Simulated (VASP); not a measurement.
Write the native input for VASP 6.6.1 that does the following.

```yaml
Task: single point
Functional: PBE
Potentials_or_basis: VASP PAW PBE potentials, release 64 (Al, Si, F)
Cutoff: 520 eV
k_mesh: 10 × 4 × 4
Occupations: gaussian, width 0.1 eV
Spin: no spin polarisation
Dipole_correction: no
Further_INCAR_settings: ALGO = Normal; EDIFF = 1e-06; NBANDS = 36
```

The structure of Al3Si2F lies in POSCAR:

```
Al3Si2F
1.0
    2.8131210169      0.0000000000      0.0543556832
    0.0000000000      7.7047801254      0.0000000000
   -0.2922377676      0.0000000000      9.2844342894
Al Si F
6 4 2
Direct
    0.4140529849      0.7502439577      0.9959523311
    0.4140529849      0.2497560423      0.9959523311
    0.9158094777      0.7500032210      0.2543987021
    0.9158094777      0.2499967790      0.2543987021
    0.9225759198      0.0000000000      0.6139469487
    0.9231675661      0.5000000000      0.6137142728
    0.8738204095      0.0000000000      0.8789444678
    0.9541095702      0.5000000000      0.8791617230
    0.4177229701      0.7500402100      0.4994574808
    0.4177229701      0.2499597900      0.4994574808
    0.9176866938      0.0000000000      0.2574276388
    0.9133275710      0.5000000000      0.2572309101
```

These files were run (other wordings do the same):

INCAR

```
PREC = Accurate
ENCUT = 520
EDIFF = 1E-6
ISMEAR = 0
SIGMA = 0.1
LREAL = False
LASPH = True
NELM = 60
ALGO = Normal
ISIF = 2
LWAVE = False
LCHARG = False
GGA = PE
NBANDS = 36
```

KPOINTS

```
regular mesh
0
Gamma
  10 4 4
```

Potentials or basis: VASP PAW PBE potentials, release 64 (Al, Si, F).

Run with:

```console
$ cat potpaw_PBE.64/Al/POTCAR potpaw_PBE.64/Si/POTCAR potpaw_PBE.64/F/POTCAR > POTCAR
$ mpirun -np 1 vasp_std > vasp.out
```

It gave:

* Pressure: -0.1 GPa
* Largest force: 0.004 eV/Å
* Band gap on the k mesh: zero (bands 24 and 25 overlap by 2.94 eV)

It took 2.9 min on 1 thread of Intel(R) Xeon(R) 6975P-C (Granite Rapids), with other jobs on the host, peak memory 0.55 GiB.
